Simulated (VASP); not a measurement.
**HgTe (Coloradoite): single point with BLYP+D3(BJ)**

The system is HgTe (Coloradoite).

```
Hg Te
1.0
     0.00000    3.28306    3.28306
     3.28306    0.00000    3.28306
     3.28306    3.28306    0.00000
Hg Te
1 1
Cartesian
  0.0000 0.0000 0.0000
  4.9246 4.9246 4.9246
```

```json
{"Program": "VASP 6.6.1", "Task": "single point", "Functional": "BLYP", "Dispersion": "D3(BJ)", "Potentials or basis": "VASP PAW PBE potentials, release 64 (Hg, Te)", "Cutoff": "520 eV", "k mesh": "7 × 7 × 7", "Occupations": "fermi-dirac, width 0.05 eV", "Spin": "no spin polarisation"}
```

- Pressure: 0.3 GPa
- Band gap on the k mesh: zero (filled and empty bands touch)
- Dispersion energy per atom: -0.780 eV

Levels at points of the mesh, in eV from the Fermi level:
| k point | band 5 | band 6 | band 7 | band 8 | band 9 | band 10 | band 11 | band 12 | band 13 | band 14 |
| --- | --- | --- | --- | --- | --- | --- | --- | --- | --- | --- |
| (0.00, 0.00, 0.00) | -6.69 | -6.69 | -0.95 | -0.05 | -0.05 | -0.05 | 4.29 | 4.29 | 4.29 | 6.59 |

Run time: 24 s on 1 thread of Intel(R) Xeon(R) Platinum 8375C CPU @ 2.90GHz (Ice Lake) (shared host), peak memory 0.22 GiB.

Caveat: the PAW data sets were made with another functional, which shifts forces and pressure a little; spin-orbit coupling is left out, which moves the levels of the heavy elements; pairwise dispersion overbinds metals, which lowers pressure and volume.
